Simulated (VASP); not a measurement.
Wanted: the native input for a VASP 6.6.1 run.

| Quantity | Value |
| --- | --- |
| Task | relaxation of cell and atoms |
| Functional | PBE |
| Potentials or basis | VASP PAW PBE potentials, release 64 (Ba_sv) |
| Cutoff | 600 eV |
| k mesh | 12 × 12 × 12 |
| Occupations | gaussian, width 0.1 eV |
| Spin | no spin polarisation |
| Dipole correction | no |
| Further INCAR settings | ALGO = Normal; EDIFF = 1e-06; IBRION = 2; EDIFFG = -0.01; NSW = 80; ISIF = 3 |

The structure of Ba lies in POSCAR:

```
Ba
1.0
    0.0000000000      3.1364197780      3.1364197780
    3.1364197780      0.0000000000      3.1364197780
    3.1364197780      3.1364197780      0.0000000000
Ba
1
Direct
    0.0000000000      0.0000000000      0.0000000000
```

One way to write it, as run:

INCAR

```
SYSTEM = Ba
ALGO = Normal ; EDIFF = 1E-6
EDIFFG = -0.01 ; ENCUT = 600
GGA = PE ; IBRION = 2
ISIF = 3 ; ISMEAR = 0
LASPH = .TRUE. ; LCHARG = .FALSE.
LREAL = .FALSE. ; LWAVE = .FALSE.
NELM = 60 ; NSW = 80
PREC = Accurate ; SIGMA = 0.1
```

KPOINTS

```
k-points
0
G
  12 12 12
  0 0 0
```

Potentials or basis: VASP PAW PBE potentials, release 64 (Ba_sv).

Launch:

```sh
$ cat potpaw_PBE.64/Ba_sv/POTCAR > POTCAR
$ mpirun -np 1 vasp_std > vasp.out
```

Results of the run:

```
Relaxed volume                         : 64.36 Å³/atom
Relaxed cell                           : a = 4.498 Å, b = 4.498 Å, c = 4.498 Å, α = 60.00°, β = 60.00°, γ = 60.00°
Space group after relaxing (to 0.05 Å) : Fm-3m (No. 225)
Energy gained by relaxing              : 3.1 meV/atom
Ionic steps                            : 4
Pressure after relaxing                : 0.0 GPa
Band gap on the k mesh                 : zero (band 5 reaches 1.75 eV, above the bottom of band 6 at 1.46 eV)
```

Caveat: spin-orbit coupling is left out, which moves the levels of the heavy elements.

Run time: 93 s on 1 thread of Intel(R) Xeon(R) Platinum 8488C (Sapphire Rapids) (shared host), peak memory 0.23 GiB.
